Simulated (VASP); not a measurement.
A run of VASP 6.6.1 is set up as follows.

The input INCAR:

```
AGGAC = 1.0
AGGAX = 1.0
ALDAC = 0.0
ALDAX = 1.0
ALGO = Normal
EDIFF = 1E-7
ENCUT = 520
GGA = B5
ISIF = 2
ISMEAR = -1
IVDW = 13
LASPH = True
LCHARG = True
LELF = True
LREAL = False
LVHAR = True
LWAVE = False
NBANDS = 14
NELM = 80
PREC = Accurate
SIGMA = 0.05
VDW_A1 = 0.44488865
VDW_A2 = 4.0933009
VDW_S6 = 1.0
VDW_S8 = 2.34076671
```

Contents of KPOINTS:

```
k-points
0
Gamma
  10 10 10
```

File POSCAR:

```
ZrB
1.0
    0.0000000000      2.4472462323      2.4472462323
    2.4472462323      0.0000000000      2.4472462323
    2.4472462323      2.4472462323      0.0000000000
Zr B
1 1
Direct
    0.0000000000      0.0000000000      0.0000000000
    0.5000000000      0.5000000000      0.5000000000
```

Potentials or basis: VASP PAW PBE potentials, release 64 (Zr_sv, B).

Command:

```sh
$ cat potpaw_PBE.64/Zr_sv/POTCAR potpaw_PBE.64/B/POTCAR > POTCAR
$ mpirun -np 1 vasp_std > vasp.out
```

Q: Predict the pressure.

A: 0.3 GPa.

Q: Predict the dispersion energy per atom.

A: -0.501 eV.

Caveat: the PAW data sets were made with another functional, which shifts forces and pressure a little; pairwise dispersion overbinds metals, which lowers pressure and volume.
